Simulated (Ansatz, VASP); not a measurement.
# SiRuCl: VASP beside Ansatz

```
Si Ru Cl
1.0
     4.48318    0.00000    0.00000
     0.00000    4.48318    0.00000
     0.00000    0.00000    5.82492
Si Ru Cl
2 2 2
Direct
  0.50000 0.50000 0.00000
  0.50000 0.50000 0.50000
  0.50000 0.00000 0.50000
  0.00000 0.50000 0.00000
  0.00000 0.00000 0.75000
  0.00000 0.00000 0.25000
```

Change from the starting cell: species swapped into the ErCoC type (P4_2/mmc, No. 131).

Alike in both runs: functional PBE; k mesh 8 × 8 × 6; occupations gaussian, width 0.1 eV; no spin polarisation.

Ansatz relaxed the structure, and its values are those at the end. VASP's run is a single point on that final structure, the one shown.

|  | VASP | Ansatz |
| --- | --- | --- |
| version | VASP 6.6.1 | Ansatz 0.2.0 |
| potentials or method | VASP PAW PBE potentials, release 64 (Si, Ru_pv, Cl), cutoff 520 eV | scalar-relativistic, plane waves, PAW |
| valence electrons in the cell | 50 | 54 |

|  | VASP | Ansatz | Ansatz less VASP |
| --- | --- | --- | --- |
| gap on the k mesh at the Fermi level (eV) | none | none | - |
| pressure (GPa) | 0.0 | 0.0 | +0.01 |

A gap of «none» marks a metal or a gap that the smearing closes. The functional is the same, so the differences come from potentials, cutoffs and numerics. VASP's potentials hold 50 valence electrons a cell and Ansatz's 54, so a difference there can come from the potentials and not from the codes.
